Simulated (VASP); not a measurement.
Write the native input for VASP 6.6.1 that does the following.

* Task: single point
* Functional: b88 exchange, pbe correlation
* Potentials or basis: VASP PAW PBE potentials, release 64 (Al)
* Cutoff: 500 eV
* k mesh: 11 × 11 × 11
* Occupations: fermi-dirac, width 0.05 eV
* Spin: no spin polarisation
* Dipole correction: no
* Further INCAR settings: ALGO = Normal; EDIFF = 1e-06; NBANDS = 8

The structure of Al lies in POSCAR:

```
Al
1.0
    0.0000000000      1.9834708509      1.9834708509
    1.9834708509      0.0000000000      1.9834708509
    1.9834708509      1.9834708509      0.0000000000
Al
1
Direct
    0.0000000000      0.0000000000      0.0000000000
```

The input as run:

INCAR

```
PREC = Accurate
ENCUT = 500
EDIFF = 1E-6
ISMEAR = -1
SIGMA = 0.05
LREAL = F
LASPH = T
NELM = 120
ALGO = Normal
ISIF = 2
LWAVE = F
LCHARG = T
GGA = LIBXC
LIBXC1 = GGA_X_B88
LIBXC2 = GGA_C_PBE
LELF = T
LVHAR = T
NBANDS = 8
GGA_COMPAT = F
```

KPOINTS

```
regular mesh
0
Gamma
  11 11 11
```

Potentials or basis: VASP PAW PBE potentials, release 64 (Al).

Launch:

```console
$ cat potpaw_PBE.64/Al/POTCAR > POTCAR
$ mpirun -np 1 vasp_std > vasp.out
```

It gave:

```yaml
Pressure: 5.5 GPa
Band_gap_on_the_k_mesh: zero (an odd number of electrons rules out a gap without spin polarisation)
```

Caveat: the cell stands under pressure; the PAW data sets were made with another functional, which shifts forces and pressure a little.

Run time: 3.7 s on 1 thread of AMD EPYC 7R13 Processor (Zen 3), on a shared host, peak memory 0.09 GiB.
